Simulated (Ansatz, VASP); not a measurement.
**WAu: VASP beside Ansatz**

INCAR

```
  ALGO = Fast
  EDIFF = 1E-7
  ENCUT = 520
  GGA = PE
  ISIF = 2
  ISMEAR = -1
  LASPH = T
  LCHARG = F
  LREAL = F
  LWAVE = F
  NBANDS = 20
  NELM = 60
  PREC = Accurate
  SIGMA = 0.05
```

Contents of KPOINTS:

```
k-points
0
Gamma
  8 8 8
```

POSCAR

```
WAu
1.0
    0.0000000000      2.7479792600      2.7479792600
    2.7479792600      0.0000000000      2.7479792600
    2.7479792600      2.7479792600      0.0000000000
W Au
1 1
Direct
    0.0038740000     -0.0029770000     -0.0070910000
    0.7383630000      0.7513000000      0.7580640000
```

Contents of input.yaml:

```yaml
crystal:
  lattice:
    - [0.0, 2.74797926, 2.74797926]
    - [2.74797926, 0.0, 2.74797926]
    - [2.74797926, 2.74797926, 0.0]
  atoms:
    - { symbol: W, position: [0.003874, -0.002977, -0.007091] }
    - { symbol: Au, position: [0.738363, 0.7513, 0.758064] }
kpoints:
  mp_grid: { grid: [8, 8, 8] }
scf:
  occupations: { method: fermi_dirac, width: 0.05 }
hamiltonian:
  xc: pbe
  pseudopotentials: { kind: all_electron, lapw: { basis_error: 0.001 } }
output:
  forces: true
  stress: true
  eigenvalues: true
  populations: true
```

Change from the starting cell: atoms moved at random, drawn with an rms of 0.05 Å.

Alike in both runs: task single point; functional PBE; k mesh 8 × 8 × 8; occupations fermi-dirac, width 0.05 eV; no spin polarisation.

```csv
,VASP,Ansatz
version,VASP 6.6.1,Ansatz 0.2.0
potentials or method,"VASP PAW PBE potentials, release 64 (W_sv, Au), cutoff 520 eV","all-electron LAPW, scalar-relativistic"
```

Ansatz gave:

| Item | Value |
| --- | --- |
| gap on the k mesh at the Fermi level (eV) | none |
| rms of the force components (eV/Å) | 0.770 |

Q: Estimate VASP's values.

A: gap on the k mesh at the Fermi level (eV): none; rms of the force components (eV/Å): 0.789.

Atom by atom the forces differ by 0.020 eV/Å (rms over components). A gap of «none» marks a metal or a gap that the smearing closes. Ansatz ran all-electron here, and VASP with PAW potentials.

Spin-orbit coupling is off throughout.
